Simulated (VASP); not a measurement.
# Pb: single point with PBEsol-based screened hybrid with 25 % exact exchange

The system is Pb.

```
Pb
1.0
     3.52771    0.00000    0.00000
    -1.76386    3.05509    0.00000
     0.00000    0.00000    5.55460
Pb
2
Direct
  0.66667 0.33333 0.75000
  0.33333 0.66667 0.25000
```

This isn't the form of Pb at room conditions, which is fcc.

```json
{
  "Program": "VASP 6.6.1",
  "Task": "single point",
  "Functional": "PBEsol-based screened hybrid with 25 % exact exchange",
  "Potentials or basis": "VASP PAW PBE potentials, release 64 (Pb_d)",
  "Cutoff": "520 eV",
  "k mesh": "5 × 5 × 3",
  "Occupations": "fermi-dirac, width 0.05 eV",
  "Spin": "no spin polarisation",
  "Dipole correction": "no",
  "Grid for exact exchange (PRECFOCK)": "Normal",
  "Share of exact exchange": "0.25",
  "Further INCAR settings": "ALGO = Normal; EDIFF = 1e-07; NBANDS = 21",
  "Screening parameter": "0.207 1/Å"
}
```

```json
{"Pressure": "0.0 GPa", "Band gap on the k mesh": "zero (bands 14 and 15 overlap by 6.64 eV)"}
```

Levels at points of the mesh, in eV from the Fermi level:
```
           k point  band 10  band 11  band 12  band 13  band 14  band 15  band 16  band 17  band 18  band 19
(0.00, 0.00, 0.00)   -18.30   -12.84    -8.24    -4.41     6.17     6.17     8.21     8.21     9.40     9.46
```

Run time: 16 min on 1 thread of Intel(R) Xeon(R) 6975P-C (Granite Rapids), on a shared host, peak memory 0.28 GiB.

Caveat: the k points lie up to 0.41 Å⁻¹ apart, too coarse for converged energies and pressures of a metal; the PAW data sets were made with another functional, which shifts forces and pressure a little; spin-orbit coupling is left out, which moves the levels of the heavy elements.
